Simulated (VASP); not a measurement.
# Ga (P6/mmm) in VASP: a series of runs

The runs below take Ga through relaxation of cell and atoms, with LDA.

Everything below comes from runs of VASP 6.6.1. Logs are shortened: lines on timing, memory, paths and dates and some standing lists are left out, and cuts for length are marked.

**1. The cell of the first run**

It takes space group P6/mmm (No. 191, hexagonal). Conventional cell: a = 2.211 Å, b = 2.211 Å, c = 2.078 Å, α = 90.00°, β = 90.00°, γ = 120.00°. Ga (site symmetry 6/mmm) has 8 Ga at 2.08 to 2.21 Å within 2.8 Å.

This isn't the form of Ga at room conditions, which is orthorhombic.

**2. Relaxation of cell and atoms, LDA, target pressure 230 GPa, at which the enthalpy is minimised**

INCAR

```
  ALGO = Normal
  EDIFF = 1E-7
  EDIFFG = -0.005
  ENCUT = 600
  GGA = CA
  IBRION = 2
  ISIF = 3
  ISMEAR = -1
  LASPH = T
  LCHARG = F
  LREAL = F
  LWAVE = F
  NELM = 60
  NSW = 60
  PREC = Accurate
  PSTRESS = 2300.0
  SIGMA = 0.1
```

KPOINTS

```
k-points
0
Gamma
  19 19 18
```

POSCAR

```
Ga
1.0
    2.2109781510      0.0000000000      0.0000000000
   -1.1054890755      1.9147632460      0.0000000000
    0.0000000000      0.0000000000      2.0783194620
Ga
1
Direct
    0.0000000000      0.0000000000      0.0000000000
```

Potentials or basis: VASP PAW LDA potentials, release 64 (Ga_d).

Run with:

```sh
cat potpaw_LDA.64/Ga_d/POTCAR > POTCAR
mpirun -np 1 vasp_std > vasp.out
```

OUTCAR:

```text
EDIFF = 1E-7
   EDIFFG = -0.005
   ENCUT = 600
   GGA = CA
   IBRION = 2
   ISIF = 3
   ISMEAR = -1
   LASPH = T
   LREAL = F
   NELM = 60
   NSW = 60
   PREC = Accurate
   PSTRESS = 2300.0

 ion  position               nearest neighbor table
   1  0.000  0.000  0.000-

  LATTYP: Found a hexagonal cell.
 ALAT       =     2.2109781510
 C/A-ratio  =     0.9400000000

  Lattice vectors:

 A1 = (   2.2109781510,   0.0000000000,   0.0000000000)
 A2 = (  -1.1054890755,   1.9147632460,   0.0000000000)
 A3 = (   0.0000000000,   0.0000000000,   2.0783194620)

Analysis of symmetry for initial positions (statically):
=====================================================================
 Subroutine PRICEL returns:
 Original cell was already a primitive cell.

 Routine SETGRP: Setting up the symmetry group for a
 hexagonal supercell.

 Subroutine GETGRP returns: Found 24 space group operations
 (whereof 24 operations were pure point group operations)
 out of a pool of 24 trial point group operations.

The static configuration has the point symmetry D_6h.

Analysis of symmetry for dynamics (positions and initial velocities):
=====================================================================
 Subroutine PRICEL returns:
 Original cell was already a primitive cell.

 Routine SETGRP: Setting up the symmetry group for a
 hexagonal supercell.

 Subroutine GETGRP returns: Found 24 space group operations
 (whereof 24 operations were pure point group operations)
 out of a pool of 24 trial point group operations.

The dynamic configuration has the point symmetry D_6h.

 Subroutine INISYM returns: Found 24 space group operations
 (whereof 24 operations are pure point group operations),
 and found     1 'primitive' translations

----------------------------------------------------------------------------------------

                                     Primitive cell

  volume of cell :       8.7986

  direct lattice vectors                    reciprocal lattice vectors
     2.210978151  0.000000000  0.000000000     0.452288504  0.261128889  0.000000000
    -1.105489075  1.914763246  0.000000000     0.000000000  0.522257779  0.000000000
     0.000000000  0.000000000  2.078319462     0.000000000  0.000000000  0.481157983

  length of vectors
     2.210978151  2.210978151  2.078319462     0.522257779  0.522257779  0.481157983

  position of ions in fractional coordinates (direct lattice)
     0.000000000  0.000000000  0.000000000

  ion indices of the primitive-cell ions
   primitive index   ion index
                 1           1

----------------------------------------------------------------------------------------

 KPOINTS: k-points

Automatic generation of k-mesh.
 Grid dimensions read from file:
 generate k-points for:   19   19   18

 Generating k-lattice:

  Cartesian coordinates                     Fractional coordinates (reciprocal lattice)
     0.023804658  0.013743626  0.000000000     0.052631579 -0.000000000  0.000000000
     0.000000000  0.027487252  0.000000000     0.000000000  0.052631579  0.000000000
     0.000000000  0.000000000  0.026730999     0.000000000  0.000000000  0.055555556

  Length of vectors
     0.027487252  0.027487252  0.026730999

  Shift w.r.t. Gamma in fractional coordinates (k-lattice)
     0.000000000  0.000000000  0.000000000

 Subroutine IBZKPT returns following result:
 ===========================================

 Found    400 irreducible k-points:

 Following reciprocal coordinates:
            Coordinates               Weight
  0.000000  0.000000  0.000000      1.000000
  0.052632  0.000000  0.000000      6.000000
  0.105263  0.000000  0.000000      6.000000
  0.157895  0.000000  0.000000      6.000000
  0.210526  0.000000  0.000000      6.000000
  0.263158  0.000000  0.000000      6.000000
[... 16 lines left out ...]
  0.263158  0.105263  0.000000     12.000000
  0.315789  0.105263  0.000000     12.000000
 [... further k-points ...]
   k-points           NKPTS =    400   k-points in BZ     NKDIM =    400   number of bands    NBANDS=     10
   number of dos      NEDOS =    301   number of ions     NIONS =      1
   total plane-waves  NPLWV =   5832
   dimension x,y,z NGX =    18 NGY =   18 NGZ =   18
   dimension x,y,z NGXF=    36 NGYF=   36 NGZF=   36
   ions per type =               1
   NGX,Y,Z   is equivalent  to a cutoff of  13.53, 13.53, 14.40 a.u.
   NGXF,Y,Z  is equivalent  to a cutoff of  27.07, 27.07, 28.80 a.u.
 SYSTEM =  unknown system
   PREC   = accura    normal or accurate (medium, high low for compatibility)
   ISTART =      0    job   : 0-new  1-cont  2-samecut
   ICHARG =      2    charge: 1-file 2-atom 10-const
   ISPIN  =      1    spin polarized calculation?
   LNONCOLLINEAR =      F non collinear calculations
   LSORBIT =      F    spin-orbit coupling
   LASPH  =      T    aspherical Exc in radial PAW
   ENCUT  =  600.0 eV  44.10 Ry    6.64 a.u.   4.42  4.42  4.15*2*pi/ulx,y,z
   NELM   =     60;   NELMIN=  2; NELMDL= -5     # of ELM steps
   EDIFF  = 0.1E-06   stopping-criterion for ELM
   LREAL  =      F    real-space projection
   EDIFFG = -.5E-02   stopping-criterion for IOM
   NSW    =     60    number of steps for IOM
   IBRION =      2    ionic relax: 0-MD 1-quasi-New 2-CG
   NFREE  =      1    steps in history (QN), initial steepest desc. (CG)
   ISIF   =      3    stress and relaxation
   ISYM   =      2    0-nonsym 1-usesym 2-fastsym
   POTIM  = 0.5000    time-step for ionic-motion
   TEBEG  =    0.0;   TEEND  =   0.0 temperature during run
   PSTRESS= 2300.0 pullay stress
   NELECT =      13.0000    total number of electrons
   NUPDOWN=      -1.0000    fix difference up-down
   EMIN   =  10.00;   EMAX   =-10.00  energy-range for DOS
   EFERMI =   0.00;   METHOD = LEGACY
   ISMEAR =    -1;   SIGMA  =   0.10  broadening in eV -4-tet -1-fermi 0-gaus
   EFERMI_NEDOS =   21; number of points for ismear=-14 and -15
   IALGO  =     38    algorithm
   IMIX   =      4    mixing-type and parameters
     AMIX     =   0.40;   BMIX     =  1.00
     AMIX_MAG =   1.60;   BMIX_MAG =  1.00
  volume/ion in A,a.u.               =       8.80        59.38
  Fermi-wavevector in a.u.,A,eV,Ry     =   1.864599  3.523580 47.303751  3.476728
  Thomas-Fermi vector in A             =   2.911700
   LORBIT       =      0    0 simple, 1 ext, 2 COOP (PROOUT), +10 PAW based schemes
   GGA     = CA    functional components
   LHFCALC =     F    Hartree Fock is set to
   AEXX    =    0.0000 exact exchange contribution
   IVDW    =     0    specifies the selected vdW correction
   LEPSILON=     F    determine dielectric tensor
   LRPA    =     F    only Hartree local field effects (RPA)
 conjugate gradient relaxation of ions
 non-spin polarized calculation
  energy-cutoff  :      600.00
  volume of cell :        8.80
 maximum number of plane-waves:       312
 NGX is ok and might be reduce to    18
   NGX =  9   NGY =  9   NGZ =  9

--------------------------------------- Ionic step        1  -------------------------------------------

 number of electron      13.0000004 magnetization

 Free energy of the ion-electron system (eV)
  ---------------------------------------------------
  ext. energy  EPLUGINS =         0.00000000
  ---------------------------------------------------
  free energy    TOTEN  =        -0.07404862 eV

  energy without entropy =       -0.06427360  energy(sigma->0) =       -0.06916111

------------------------ aborting loop because EDIFF is reached ----------------------------------------

  FORCE on cell =-STRESS in cart. coord.  units (eV):
  Direction    XX          YY          ZZ          XY          YZ          ZX
  --------------------------------------------------------------------------------------
  -------------------------------------------------------------------------------------
  Total       12.6639208     12.6639208     15.1145795      0.0000000     -0.0000000      0.0000000
  in kB     2306.0405056   2306.0405056   2752.2939460      0.0000000     -0.0000000      0.0000000
  external PRESSURE =     154.7916524 kB  Pullay stress =    2300.0000000 kB
[... 281 lines left out ...]
  enthalpy is  TOTEN    =        12.5256497193 eV   P V=       12.8279534324

--------------------------------------- Ionic step        9  -------------------------------------------

 number of electron      13.0000005 magnetization

 Free energy of the ion-electron system (eV)
  ---------------------------------------------------
  ext. energy  EPLUGINS =         0.00000000
  ---------------------------------------------------
  free energy    TOTEN  =        -0.30569404 eV

  energy without entropy =       -0.29565830  energy(sigma->0) =       -0.30067617

 E-fermi :  15.2646     XC(G=0): -15.7119

 val. band max:       15.2601910538   @ k =   0.3684   0.2105   0.3889
 cond. band min:      15.2970732819   @ k =   0.3684   0.1579   0.4444
 fundamental gap:      0.0368822282
 Fermi energy:        15.2645534730

 k-point     1 :       0.0000    0.0000    0.0000
  band No.  band energies     occupation
      1      -3.6106      2.00000
      2      -3.0897      2.00000
      3      -1.9295      2.00000
      4      -1.9295      2.00000
      5      -0.5822      2.00000
      6      -0.5822      2.00000
      7      28.6030      0.00000
      8      33.7825      0.00000
      9      35.9796      0.00000
     10      37.2572      0.00000
[... 287 lines left out ...]
 k-point    24 :       0.3158    0.1053    0.0000
  band No.  band energies     occupation
      1      -2.8920      2.00000
      2      -2.5125      2.00000
      3      -1.2465      2.00000
      4      -0.9722      2.00000
      5      -0.7705      2.00000
      6       3.3676      2.00000
      7      15.3643      0.53898
      8      23.5954      0.00000
      9      35.9211      0.00000
     10      36.4319      0.00000

 [... further k-points ...]
[... 5 lines left out ...]
  --------------------------------------------------------------------------------------
  -------------------------------------------------------------------------------------
  Total       12.8309259     12.8309259     12.8308540      0.0000000      0.0000000      0.0000000
  in kB     2299.9257418   2299.9257419   2299.9128512      0.0000000      0.0000000      0.0000000
  external PRESSURE =      -0.0785550 kB  Pullay stress =    2300.0000000 kB
[... 16 lines left out ...]
  FREE ENERGIE OF THE ION-ELECTRON SYSTEM (eV)
  ---------------------------------------------------
  free  energy   TOTEN  =        -0.3056940447 eV

  energy  without entropy=       -0.2956582954  energy(sigma->0) =       -0.30067617

  enthalpy is  TOTEN    =        12.5256461602 eV   P V=       12.8313402049

 reached required accuracy - stopping structural energy minimisation
```

It took 5.7 min on 1 thread of Intel Xeon 8259CL, shared host; peak memory 0.17 GiB.

Results:

* Free energy: -0.3057 eV
* Relaxed volume: 8.94 Å³/atom
* Relaxed cell: a = 2.200 Å, b = 2.200 Å, c = 2.133 Å, α = 90.00°, β = 90.00°, γ = 120.00°
* Space group after relaxing (to 0.1 Å): P6/mmm (No. 191)
* Energy change on relaxing (the run minimises the enthalpy): -231.6 meV/atom
* Ionic steps: 9
* Pressure after relaxing: 230.0 GPa
* Band gap on the k mesh: zero (an odd number of electrons rules out a gap without spin polarisation)

Step by step:
```csv
step,energy change (eV),largest force (eV/Å),pressure (GPa),volume (Å³)
1,0.0000,0.0000,245.48,8.80
2,-1.2282,0.0000,158.81,9.88
3,-0.3750,0.0000,220.22,9.04
4,-0.3348,0.0000,222.95,9.01
5,0.1596,0.0000,256.59,8.69
6,-0.2365,0.0000,229.65,8.94
7,-0.2328,0.0000,229.92,8.94
8,-0.2283,0.0000,230.24,8.94
9,-0.2316,0.0000,229.99,8.94
```

Final structure:
```xyz
1
Lattice="2.1997 0.0000 0.0000 -1.0998 1.9050 0.0000 0.0000 0.0000 2.1331" Properties=species:S:1:pos:R:3 pbc="T T T"
Ga    2.1997    0.0000    0.0000
```

Caveat: the cell is relaxed towards a set pressure, so the run minimises the enthalpy, not the energy.

**3. Relaxation of cell and atoms, LDA, target pressure 230 GPa, at which the enthalpy is minimised**

This run uses another cell than the first one, of 8.90 Å³/atom.

INCAR

```
PREC     = Accurate       # precision mode
ENCUT    = 600            # plane-wave cutoff, eV
EDIFF    = 1E-7           # SCF threshold, eV
ISMEAR   = -1             # smearing method
SIGMA    = 0.1            # smearing width, eV
LREAL    = F              # projectors in reciprocal space
LASPH    = T              # aspherical terms in the spheres
NELM     = 100            # most SCF steps
ALGO     = Normal         # electronic algorithm
ISIF     = 3              # what is computed and relaxed
LWAVE    = F              # write WAVECAR
LCHARG   = F              # write CHGCAR
GGA      = CA             # functional
IBRION   = 2              # ionic algorithm
NSW      = 32             # ionic steps
EDIFFG   = -0.005         # ionic threshold
PSTRESS  = 2300.0
```

KPOINTS

```
regular mesh
0
Gamma
  19 19 18
```

POSCAR

```
Ga
1.0
    2.1965282242      0.0000000000      0.0000000000
   -1.0982641121      1.9022492423      0.0000000000
    0.0000000000      0.0000000000      2.1296547797
Ga
1
Direct
    0.0000000000      0.0000000000      0.0000000000
```

Potentials or basis: VASP PAW LDA potentials, release 64 (Ga_d).

Run with:

```sh
cat potpaw_LDA.64/Ga_d/POTCAR > POTCAR
mpirun -np 1 vasp_std > vasp.out
```

It took 2.9 min on 1 thread of Intel Xeon 8259CL, shared host; peak memory 0.16 GiB.

It converged, with:

| Item | Value |
| --- | --- |
| Free energy | -0.3054 eV |
| Relaxed volume | 8.94 Å³/atom |
| Relaxed cell | a = 2.200 Å, b = 2.200 Å, c = 2.133 Å, α = 90.00°, β = 90.00°, γ = 120.00° |
| Space group after relaxing (to 0.1 Å) | P6/mmm (No. 191) |
| Energy change on relaxing (the run minimises the enthalpy) | -57.3 meV/atom |
| Ionic steps | 6 |
| Pressure after relaxing | 230.0 GPa |
| Band gap on the k mesh | zero (an odd number of electrons rules out a gap without spin polarisation) |

Step by step:
```
step  energy change (eV)  largest force (eV/Å)  pressure (GPa)  volume (Å³)
   1              0.0000                0.0000          233.95         8.90
   2             -0.3925                0.0000          207.09         9.18
   3             -0.0585                0.0000          229.93         8.94
   4             -0.0574                0.0000          230.02         8.94
   5             -0.0573                0.0000          230.02         8.94
   6             -0.0573                0.0000          230.02         8.94
```

Final structure:
```xyz
1
Lattice="2.1996 0.0000 0.0000 -1.0998 1.9049 0.0000 0.0000 0.0000 2.1331" Properties=species:S:1:pos:R:3 pbc="T T T"
Ga    0.0000    0.0000    0.0000
```

Levels at points of the mesh, in eV from the Fermi level:
```csv
k point,band 5,band 6,band 7,band 8,band 9,band 10
"(0.00, 0.00, 0.00)",-15.85,-15.85,13.34,18.52,20.72,21.99
"(0.00, 0.00, 0.50)",-16.51,-10.04,-8.18,25.85,28.35,29.82
```

Caveat: the cell is relaxed towards a set pressure, so the run minimises the enthalpy, not the energy.

The gap in the log of VASP goes by the Fermi energy; the results here count the filled bands.